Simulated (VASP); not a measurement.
# Pd (Fm-3m) in VASP: a series of runs, part 2 of 2

VASP 6.6.1.

**3. Single point, r2SCAN (volume scaled by 0.94)**

Input file POSCAR:

```
Pd
1.0
    0.0000000000      1.9138452607      1.9138452607
    1.9138452607      0.0000000000      1.9138452607
    1.9138452607      1.9138452607      0.0000000000
Pd
1
Direct
    0.0000000000      0.0000000000      0.0000000000
```

Input file INCAR.step1:

```
SYSTEM = Pd
ALGO = Normal
EDIFF = 1E-5
ENCUT = 590
GGA = PE
GGA_COMPAT = .False.
ISMEAR = 0
LASPH = .True.
LCHARG = .False.
LREAL = .False.
LWAVE = .True.
NBANDS = 15
NELM = 120
PREC = Accurate
SIGMA = 0.1
```

Input file INCAR.step2:

```
SYSTEM = Pd
ALGO = Normal
EDIFF = 1E-6
ENCUT = 590
GGA_COMPAT = .False.
ISIF = 2
ISMEAR = 0
ISTART = 1
LASPH = .True.
LCHARG = .True.
LELF = .True.
LMIXTAU = .True.
LREAL = .False.
LVHAR = .True.
LWAVE = .False.
METAGGA = R2SCAN
NBANDS = 15
NELM = 120
PREC = Accurate
SIGMA = 0.1
```

Input file KPOINTS:

```
k-points
0
Gamma
  18 18 18
  0 0 0
```

Potentials or basis: VASP PAW PBE potentials, release 64 (Pd_sv_GW).

Launch:

```console
$ cat potpaw_PBE.64/Pd_sv_GW/POTCAR > POTCAR
$ cp INCAR.step1 INCAR
$ mpirun -np 1 vasp_std > vasp.out
$ cp INCAR.step2 INCAR
$ mpirun -np 1 vasp_std > vasp.out
```

OUTCAR:

```text
SYSTEM = Pd
   EDIFF = 1E-6
   ENCUT = 590
   ISIF = 2
   ISMEAR = 0
   ISTART = 1
   LASPH = .True.
   LREAL = .False.
   METAGGA = R2SCAN
   NELM = 120
   PREC = Accurate

 ion  position               nearest neighbor table
   1  0.000  0.000  0.000-

  LATTYP: Found a face centered cubic cell.
 ALAT       =     3.8276905214

  Lattice vectors:

 A1 = (   0.0000000000,   1.9138452607,   1.9138452607)
 A2 = (   1.9138452607,   0.0000000000,   1.9138452607)
 A3 = (   1.9138452607,   1.9138452607,   0.0000000000)

Analysis of symmetry for initial positions (statically):
=====================================================================
 Subroutine PRICEL returns:
 Original cell was already a primitive cell.

 Routine SETGRP: Setting up the symmetry group for a
 face centered cubic supercell.

 Subroutine GETGRP returns: Found 48 space group operations
 (whereof 48 operations were pure point group operations)
 out of a pool of 48 trial point group operations.

The static configuration has the point symmetry O_h .

Analysis of symmetry for dynamics (positions and initial velocities):
=====================================================================
 Subroutine PRICEL returns:
 Original cell was already a primitive cell.

 Routine SETGRP: Setting up the symmetry group for a
 face centered cubic supercell.

 Subroutine GETGRP returns: Found 48 space group operations
 (whereof 48 operations were pure point group operations)
 out of a pool of 48 trial point group operations.

The dynamic configuration has the point symmetry O_h .

 Subroutine INISYM returns: Found 48 space group operations
 (whereof 48 operations are pure point group operations),
 and found     1 'primitive' translations

----------------------------------------------------------------------------------------

                                     Primitive cell

  volume of cell :      14.0201

  direct lattice vectors                    reciprocal lattice vectors
     0.000000000  1.913845261  1.913845261    -0.261254141  0.261254141  0.261254141
     1.913845261  0.000000000  1.913845261     0.261254141 -0.261254141  0.261254141
     1.913845261  1.913845261  0.000000000     0.261254141  0.261254141 -0.261254141

  length of vectors
     2.706585924  2.706585924  2.706585924     0.452505446  0.452505446  0.452505446

  position of ions in fractional coordinates (direct lattice)
     0.000000000  0.000000000  0.000000000

  ion indices of the primitive-cell ions
   primitive index   ion index
                 1           1

----------------------------------------------------------------------------------------

 KPOINTS: k-points

Automatic generation of k-mesh.
 Grid dimensions read from file:
 generate k-points for:   18   18   18

 Generating k-lattice:

  Cartesian coordinates                     Fractional coordinates (reciprocal lattice)
    -0.014514119  0.014514119  0.014514119     0.055555556  0.000000000  0.000000000
     0.014514119 -0.014514119  0.014514119     0.000000000  0.055555556  0.000000000
     0.014514119  0.014514119 -0.014514119     0.000000000  0.000000000  0.055555556

  Length of vectors
     0.025139191  0.025139191  0.025139191

  Shift w.r.t. Gamma in fractional coordinates (k-lattice)
     0.000000000  0.000000000  0.000000000

 Subroutine IBZKPT returns following result:
 ===========================================

 Found    195 irreducible k-points:

 Following reciprocal coordinates:
            Coordinates               Weight
  0.000000  0.000000  0.000000      1.000000
  0.055556  0.000000  0.000000      8.000000
  0.111111  0.000000  0.000000      8.000000
  0.166667  0.000000  0.000000      8.000000
  0.222222  0.000000  0.000000      8.000000
  0.277778  0.000000  0.000000      8.000000
[... 16 lines left out ...]
 -0.277778  0.055556  0.000000     24.000000
 -0.222222  0.055556  0.000000     24.000000
 [... further k-points ...]
   k-points           NKPTS =    195   k-points in BZ     NKDIM =    195   number of bands    NBANDS=     15
   number of dos      NEDOS =    301   number of ions     NIONS =      1
   total plane-waves  NPLWV =  13824
   dimension x,y,z NGX =    24 NGY =   24 NGZ =   24
   dimension x,y,z NGXF=    48 NGYF=   48 NGZF=   48
   ions per type =               1
   NGX,Y,Z   is equivalent  to a cutoff of  14.74, 14.74, 14.74 a.u.
   NGXF,Y,Z  is equivalent  to a cutoff of  29.48, 29.48, 29.48 a.u.
 SYSTEM =  Pd
   PREC   = accura    normal or accurate (medium, high low for compatibility)
   ISTART =      1    job   : 0-new  1-cont  2-samecut
   ICHARG =      0    charge: 1-file 2-atom 10-const
   ISPIN  =      1    spin polarized calculation?
   LNONCOLLINEAR =      F non collinear calculations
   LSORBIT =      F    spin-orbit coupling
   LASPH  =      T    aspherical Exc in radial PAW
   ENCUT  =  590.0 eV  43.36 Ry    6.59 a.u.   5.36  5.36  5.36*2*pi/ulx,y,z
   NELM   =    120;   NELMIN=  2; NELMDL=  0     # of ELM steps
   EDIFF  = 0.1E-05   stopping-criterion for ELM
   LREAL  =      F    real-space projection
   EDIFFG = 0.1E-04   stopping-criterion for IOM
   NSW    =      0    number of steps for IOM
   IBRION =     -1    ionic relax: 0-MD 1-quasi-New 2-CG
   NFREE  =      0    steps in history (QN), initial steepest desc. (CG)
   ISIF   =      2    stress and relaxation
   ISYM   =      2    0-nonsym 1-usesym 2-fastsym
   POTIM  = 0.5000    time-step for ionic-motion
   TEBEG  =    0.0;   TEEND  =   0.0 temperature during run
   PSTRESS=    0.0 pullay stress
   NELECT =      18.0000    total number of electrons
   NUPDOWN=      -1.0000    fix difference up-down
   EMIN   =  10.00;   EMAX   =-10.00  energy-range for DOS
   EFERMI =   0.00;   METHOD = LEGACY
   ISMEAR =     0;   SIGMA  =   0.10  broadening in eV -4-tet -1-fermi 0-gaus
   EFERMI_NEDOS =   21; number of points for ismear=-14 and -15
   IALGO  =     38    algorithm
   IMIX   =      4    mixing-type and parameters
     AMIX     =   0.40;   BMIX     =  1.00
     AMIX_MAG =   1.60;   BMIX_MAG =  1.00
  volume/ion in A,a.u.               =      14.02        94.61
  Fermi-wavevector in a.u.,A,eV,Ry     =   1.779299  3.362387 43.074734  3.165904
  Thomas-Fermi vector in A             =   2.844319
   LORBIT       =      0    0 simple, 1 ext, 2 COOP (PROOUT), +10 PAW based schemes
   METAGGA = R2SCAN    functional components
   LHFCALC =     F    Hartree Fock is set to
   AEXX    =    0.0000 exact exchange contribution
   IVDW    =     0    specifies the selected vdW correction
   LEPSILON=     F    determine dielectric tensor
   LRPA    =     F    only Hartree local field effects (RPA)
 non-spin polarized calculation
 Gauss-broadening in eV      SIGMA  =   0.10
  energy-cutoff  :      590.00
  volume of cell :       14.02
 maximum number of plane-waves:       471
 NGX is ok and might be reduce to    24
   NGX = 11   NGY = 11   NGZ = 11

 number of electron      18.0000003 magnetization

 Free energy of the ion-electron system (eV)
  ---------------------------------------------------
  ext. energy  EPLUGINS =         0.00000000
  ---------------------------------------------------
  free energy    TOTEN  =       -21.44571830 eV

  energy without entropy =      -21.43553150  energy(sigma->0) =      -21.44062490

 E-fermi :   9.0620     XC(G=0): -14.8184

 val. band max:        9.0493170139   @ k =   0.4444   0.1667   0.0000
 cond. band min:       9.0710351839   @ k =  -0.4444   0.3889   0.1111
 fundamental gap:      0.0217181701
 Fermi energy:         9.0620176826

 k-point     1 :       0.0000    0.0000    0.0000
  band No.  band energies     occupation
      1     -77.5622      2.00000
      2     -42.1815      2.00000
      3     -42.1815      2.00000
      4     -42.1815      2.00000
      5       1.5219      2.00000
      6       5.9034      2.00000
      7       5.9034      2.00000
      8       5.9034      2.00000
      9       7.6504      2.00000
     10       7.6504      2.00000
     11      26.8319      0.00000
     12      32.0494      0.00000
     13      32.0494      0.00000
     14      32.0494      0.00000
     15      38.1956      0.00000
[... 397 lines left out ...]
 k-point    24 :      -0.2222    0.0556    0.0000
  band No.  band energies     occupation
      1     -77.5260      2.00000
      2     -42.4317      2.00000
      3     -42.2338      2.00000
      4     -42.2115      2.00000
      5       3.2966      2.00000
      6       5.7101      2.00000
      7       6.2572      2.00000
      8       6.2871      2.00000
      9       7.5282      2.00000
     10       8.1257      2.00000
     11      25.1416      0.00000
     12      28.1406      0.00000
     13      32.7806      0.00000
     14      35.0394      0.00000
     15      35.4286      0.00000

 [... further k-points ...]
[... 5 lines left out ...]
  --------------------------------------------------------------------------------------
  -------------------------------------------------------------------------------------
  Total        1.0655135      1.0655135      1.0655135      0.0000000      0.0000000      0.0000000
  in kB      121.7640529    121.7640529    121.7640529      0.0000000      0.0000000      0.0000000
  external PRESSURE =     121.7640529 kB  Pullay stress =       0.0000000 kB

 VOLUME and BASIS-vectors are now :
 -----------------------------------------------------------------------------
  energy-cutoff  :      590.00
  volume of cell :       14.02
      direct lattice vectors                 reciprocal lattice vectors
     0.000000000  1.913845261  1.913845261    -0.261254141  0.261254141  0.261254141
     1.913845261  0.000000000  1.913845261     0.261254141 -0.261254141  0.261254141
     1.913845261  1.913845261  0.000000000     0.261254141  0.261254141 -0.261254141

 POSITION                                       TOTAL-FORCE (eV/Angst)
 -----------------------------------------------------------------------------------
      0.00000      0.00000      0.00000         0.000000      0.000000      0.000000
 -----------------------------------------------------------------------------------
    total drift:                                0.000000      0.000000     -0.000000

  FREE ENERGIE OF THE ION-ELECTRON SYSTEM (eV)
  ---------------------------------------------------
  free  energy   TOTEN  =       -21.4457182993 eV

  energy  without entropy=      -21.4355315027  energy(sigma->0) =      -21.44062490
```

OUTCAR.step1:

```text
SYSTEM = Pd
   EDIFF = 1E-5
   ENCUT = 590
   GGA = PE
   ISMEAR = 0
   LASPH = .True.
[... 650 lines left out ...]
 -----------------------------------------------------------------------------------
      0.00000      0.00000      0.00000         0.000000      0.000000      0.000000
 -----------------------------------------------------------------------------------
    total drift:                               -0.000000      0.000000     -0.000000

  FREE ENERGIE OF THE ION-ELECTRON SYSTEM (eV)
  ---------------------------------------------------
  free  energy   TOTEN  =        -3.7036300934 eV

  energy  without entropy=       -3.6927514286  energy(sigma->0) =       -3.69819076
```

Run time: 76 s. Hardware: 1 thread of Intel Xeon 6975P-C (Granite Rapids), shared host; peak memory 0.19 GiB.

What came out:

* Free energy: -21.4457 eV
* Pressure: 12.2 GPa
* Band gap on the k mesh: zero (band 9 reaches 9.40 eV, above the bottom of band 10 at 7.58 eV)

Caveat: the PAW data sets were made with another functional, which shifts forces and pressure a little.
